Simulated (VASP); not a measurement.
# GeMo (zincblende type) (F-43m) in VASP: further runs, part 2 of 2

VASP 6.6.1. The steps go on from the part before.

### 3 Single point, PBE

INCAR reads:

```
SYSTEM = GeMo
PREC = Accurate
ENCUT = 520
EDIFF = 1E-7
ISMEAR = -1
SIGMA = 0.08
LREAL = .FALSE.
LASPH = .TRUE.
NELM = 80
ALGO = Normal
ISIF = 2
LWAVE = .FALSE.
LCHARG = .TRUE.
GGA = PE
LELF = .TRUE.
LVHAR = .TRUE.
NBANDS = 21
```

KPOINTS reads:

```
Automatic mesh
0
G
  12 12 12
  0 0 0
```

POSCAR reads:

```
GeMo
1.0
    0.0000000000      2.7083391493      2.7083391493
    2.7083391493      0.0000000000      2.7083391493
    2.7083391493      2.7083391493      0.0000000000
Mo Ge
1 1
Direct
    0.0000000000      0.0000000000      0.0000000000
    0.2500000000      0.2500000000      0.2500000000
```

Potentials or basis: VASP PAW PBE potentials, release 64 (Mo_sv, Ge_d).

The run is started by

```sh
$ cat potpaw_PBE.64/Mo_sv/POTCAR potpaw_PBE.64/Ge_d/POTCAR > POTCAR
$ mpirun -np 1 vasp_std > vasp.out
```

OUTCAR:

```text
SYSTEM = GeMo
   PREC = Accurate
   ENCUT = 520
   EDIFF = 1E-7
   ISMEAR = -1
   LREAL = .FALSE.
   LASPH = .TRUE.
   NELM = 80
   ISIF = 2
   GGA = PE

 ion  position               nearest neighbor table
   1  0.000  0.000  0.000-   2 2.35   2 2.35   2 2.35   2 2.35
   2  0.250  0.250  0.250-   1 2.35   1 2.35   1 2.35   1 2.35

  LATTYP: Found a face centered cubic cell.
 ALAT       =     5.4166782986

  Lattice vectors:

 A1 = (   0.0000000000,   2.7083391493,   2.7083391493)
 A2 = (   2.7083391493,   0.0000000000,   2.7083391493)
 A3 = (   2.7083391493,   2.7083391493,   0.0000000000)

Analysis of symmetry for initial positions (statically):
=====================================================================
 Subroutine PRICEL returns:
 Original cell was already a primitive cell.

 Routine SETGRP: Setting up the symmetry group for a
 face centered cubic supercell.

 Subroutine GETGRP returns: Found 24 space group operations
 (whereof 24 operations were pure point group operations)
 out of a pool of 48 trial point group operations.

The static configuration has the point symmetry T_d .

Analysis of symmetry for dynamics (positions and initial velocities):
=====================================================================
 Subroutine PRICEL returns:
 Original cell was already a primitive cell.

 Routine SETGRP: Setting up the symmetry group for a
 face centered cubic supercell.

 Subroutine GETGRP returns: Found 24 space group operations
 (whereof 24 operations were pure point group operations)
 out of a pool of 48 trial point group operations.

The dynamic configuration has the point symmetry T_d .

 Subroutine INISYM returns: Found 24 space group operations
 (whereof 24 operations are pure point group operations),
 and found     1 'primitive' translations

[... 99 lines left out ...]
   NFREE  =      0    steps in history (QN), initial steepest desc. (CG)
   ISIF   =      2    stress and relaxation
   ISYM   =      2    0-nonsym 1-usesym 2-fastsym
   POTIM  = 0.5000    time-step for ionic-motion
   TEBEG  =    0.0;   TEEND  =   0.0 temperature during run
   PSTRESS=    0.0 pullay stress
   NELECT =      28.0000    total number of electrons
   NUPDOWN=      -1.0000    fix difference up-down
   EMIN   =  10.00;   EMAX   =-10.00  energy-range for DOS
   EFERMI =   0.00;   METHOD = LEGACY
   ISMEAR =    -1;   SIGMA  =   0.08  broadening in eV -4-tet -1-fermi 0-gaus
   EFERMI_NEDOS =   21; number of points for ismear=-14 and -15
   IALGO  =     38    algorithm
   IMIX   =      4    mixing-type and parameters
     AMIX     =   0.40;   BMIX     =  1.00
     AMIX_MAG =   1.60;   BMIX_MAG =  1.00
  volume/ion in A,a.u.               =      19.87       134.06
  Fermi-wavevector in a.u.,A,eV,Ry     =   1.456849  2.753045 28.877117  2.122408
  Thomas-Fermi vector in A             =   2.573719
   LORBIT       =      0    0 simple, 1 ext, 2 COOP (PROOUT), +10 PAW based schemes
   GGA     = PE    functional components
[... 5 lines left out ...]
 non-spin polarized calculation
  energy-cutoff  :      520.00
  volume of cell :       39.73
 maximum number of plane-waves:      1090
   NGX = 15   NGY = 15   NGZ = 15

 number of electron      27.9999987 magnetization

 Free energy of the ion-electron system (eV)
  ---------------------------------------------------
  ext. energy  EPLUGINS =         0.00000000
  ---------------------------------------------------
  free energy    TOTEN  =       -12.63702054 eV

  energy without entropy =      -12.58493821  energy(sigma->0) =      -12.61097938

 E-fermi :   6.8534     XC(G=0): -11.1868

 val. band max:        6.8534220939   @ k =   0.2500   0.0833   0.0000
 cond. band min:       6.8859593720   @ k =   0.2500   0.1667   0.0833
 fundamental gap:      0.0325372782
 Fermi energy:         6.8534428497

 k-point     1 :       0.0000    0.0000    0.0000
  band No.  band energies     occupation
      1     -53.7652      2.00000
      2     -27.9379      2.00000
      3     -27.9379      2.00000
      4     -27.9379      2.00000
      5     -16.7527      2.00000
      6     -16.7527      2.00000
[... 565 lines left out ...]
     20      18.0311      0.00000
     21      18.6612      0.00000

 [... further k-points ...]

------------------------ aborting loop because EDIFF is reached ----------------------------------------

  FORCE on cell =-STRESS in cart. coord.  units (eV):
  Direction    XX          YY          ZZ          XY          YZ          ZX
  --------------------------------------------------------------------------------------
  -------------------------------------------------------------------------------------
  Total        4.7861649      4.7861649      4.7861649     -0.0000000     -0.0000000     -0.0000000
  in kB      193.0007957    193.0007957    193.0007957     -0.0000000     -0.0000000     -0.0000000
  external PRESSURE =     193.0007957 kB  Pullay stress =       0.0000000 kB

 VOLUME and BASIS-vectors are now :
 -----------------------------------------------------------------------------
  energy-cutoff  :      520.00
  volume of cell :       39.73
      direct lattice vectors                 reciprocal lattice vectors
     0.000000000  2.708339149  2.708339149    -0.184614988  0.184614988  0.184614988
     2.708339149  0.000000000  2.708339149     0.184614988 -0.184614988  0.184614988
     2.708339149  2.708339149  0.000000000     0.184614988  0.184614988 -0.184614988

 POSITION                                       TOTAL-FORCE (eV/Angst)
 -----------------------------------------------------------------------------------
      0.00000      0.00000      0.00000         0.000000      0.000000      0.000000
      1.35417      1.35417      1.35417        -0.000000     -0.000000     -0.000000
 -----------------------------------------------------------------------------------
    total drift:                                0.000001      0.000001      0.000001

  FREE ENERGIE OF THE ION-ELECTRON SYSTEM (eV)
  ---------------------------------------------------
  free  energy   TOTEN  =       -12.6370205408 eV

  energy  without entropy=      -12.5849382129  energy(sigma->0) =      -12.61097938
```

OSZICAR:

```text
N       E                     dE             d eps       ncg     rms          rms(c)
DAV:   1     0.261333806901E+03    0.26133E+03   -0.14376E+04  3542   0.301E+03
DAV:   2     0.112245787021E+02   -0.25011E+03   -0.24128E+03  3152   0.688E+02
DAV:   3    -0.127664881580E+02   -0.23991E+02   -0.23588E+02  3414   0.131E+02
DAV:   4    -0.134369097368E+02   -0.67042E+00   -0.66923E+00  3478   0.227E+01
DAV:   5    -0.134469697383E+02   -0.10060E-01   -0.10060E-01  3425   0.328E+00    0.139E+01
DAV:   6    -0.126957466781E+02    0.75122E+00   -0.35674E+00  4042   0.158E+01    0.269E+00
DAV:   7    -0.126468152768E+02    0.48931E-01   -0.27570E-01  4017   0.564E+00    0.249E+00
DAV:   8    -0.126370674918E+02    0.97478E-02   -0.26158E-02  3900   0.178E+00    0.191E-01
DAV:   9    -0.126370205211E+02    0.46971E-04   -0.12748E-03  3464   0.382E-01    0.803E-02
DAV:  10    -0.126370224711E+02   -0.19500E-05   -0.30817E-04  4205   0.221E-01    0.239E-02
DAV:  11    -0.126370196926E+02    0.27785E-05   -0.41541E-05  3424   0.620E-02    0.114E-02
DAV:  12    -0.126370204107E+02   -0.71816E-06   -0.41097E-06  4082   0.248E-02    0.253E-03
DAV:  13    -0.126370205176E+02   -0.10690E-06   -0.47517E-07  3240   0.890E-03    0.179E-03
DAV:  14    -0.126370205408E+02   -0.23182E-07   -0.66368E-08  1947   0.204E-03
   1 F= -.12637021E+02 E0= -.12610979E+02  d E =-.520823E-01
```

Wall time 31 s (1 thread of AMD EPYC 9R45 (Zen 5), shared host); peak memory 0.17 GiB.

What came out:

* Free energy: -12.6370 eV
* Pressure: 19.3 GPa
* Band gap on the k mesh: zero (bands 14 and 15 overlap by 0.50 eV)

Caveat: the cell stands under pressure.
